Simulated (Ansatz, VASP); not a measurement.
Two plane-wave programs on Sb

Contents of INCAR:

```
SYSTEM = Sb
PREC     = Accurate       ! precision mode
ENCUT    = 520            ! plane-wave cutoff, eV
EDIFF    = 1E-6           ! SCF threshold, eV
ISMEAR   = 0              ! smearing method
SIGMA    = 0.2            ! smearing width, eV
LREAL    = .False.        ! projectors in reciprocal space
LASPH    = .True.         ! aspherical terms in the spheres
NELM     = 80             ! most SCF steps
ALGO     = Normal         ! electronic algorithm
ISIF     = 2              ! what is computed and relaxed
LWAVE    = .False.        ! write WAVECAR
LCHARG   = .True.         ! write CHGCAR
GGA      = PE             ! functional
LELF     = .True.         ! ELF
LVHAR    = .True.       
NBANDS   = 30             ! bands
```

KPOINTS

```
Automatic mesh
0
Gamma
  6 6 2
  0 0 0
```

File POSCAR:

```
Sb
1.0
    0.0000000000      4.3532974933      0.0000000000
    0.0000000000      0.0000000000      4.5955687389
   12.7275122732      0.0000000000      0.0000000000
Sb
8
Direct
    0.2500000000      0.3227418211      0.1280024772
    0.7500000000      0.8227418211      0.3719975228
    0.2500000000      0.1772581789      0.6280024772
    0.7500000000      0.6772581789      0.8719975228
    0.7500000000      0.7533223407      0.1386158053
    0.2500000000      0.2533223407      0.3613841947
    0.7500000000      0.7466776593      0.6386158053
    0.2500000000      0.2466776593      0.8613841947
```

Input for Ansatz:

```yaml
crystal:
  lattice:
    - [0.0, 4.3532974933, 0.0]
    - [0.0, 0.0, 4.5955687389]
    - [12.7275122732, 0.0, 0.0]
  atoms:
    - { symbol: Sb, position: [0.25, 0.3227418211, 0.1280024772] }
    - { symbol: Sb, position: [0.75, 0.8227418211, 0.3719975228] }
    - { symbol: Sb, position: [0.25, 0.1772581789, 0.6280024772] }
    - { symbol: Sb, position: [0.75, 0.6772581789, 0.8719975228] }
    - { symbol: Sb, position: [0.75, 0.7533223407, 0.1386158053] }
    - { symbol: Sb, position: [0.25, 0.2533223407, 0.3613841947] }
    - { symbol: Sb, position: [0.75, 0.7466776593, 0.6386158053] }
    - { symbol: Sb, position: [0.25, 0.2466776593, 0.8613841947] }
basis:
  ecutwfc: 420
kpoints:
  mp_grid: { grid: [6, 6, 2] }
hamiltonian:
  xc: pbe
scf:
  occupations: { method: gaussian, width: 0.2 }
  lower_state_search: "off"
output:
  forces: true
  stress: true
  eigenvalues: true
```

Alike in both runs: task single point; functional PBE; k mesh 6 × 6 × 2; occupations gaussian, width 0.2 eV; no spin polarisation.

|  | VASP | Ansatz |
| --- | --- | --- |
| version | VASP 6.6.1 | Ansatz 0.2.0 |
| potentials or method | VASP PAW PBE potentials, release 64 (Sb), cutoff 520 eV | scalar-relativistic, plane waves, PAW |
| valence electrons in the cell | 40 | 120 |

|  | VASP | Ansatz | Ansatz less VASP |
| --- | --- | --- | --- |
| gap on the k mesh at the Fermi level (eV) | none | none | - |
| pressure (GPa) | 0.1 | 0.0 | -0.03 |
| traceless stress, the component that is largest in VASP (GPa) | 0.13 | 0.14 | +0.008 |
| rms of the force components (eV/Å) | 0.029 | 0.040 | +0.0115 |

Atom by atom the forces differ by 0.018 eV/Å (rms over components). A gap of «none» marks a metal or a gap that the smearing closes. With one functional, cell and mesh, what is left measures potentials, basis and numerics. VASP's potentials hold 40 valence electrons a cell and Ansatz's 120, so a difference there can come from the potentials and not from the codes.

Neither program's run includes spin-orbit coupling.
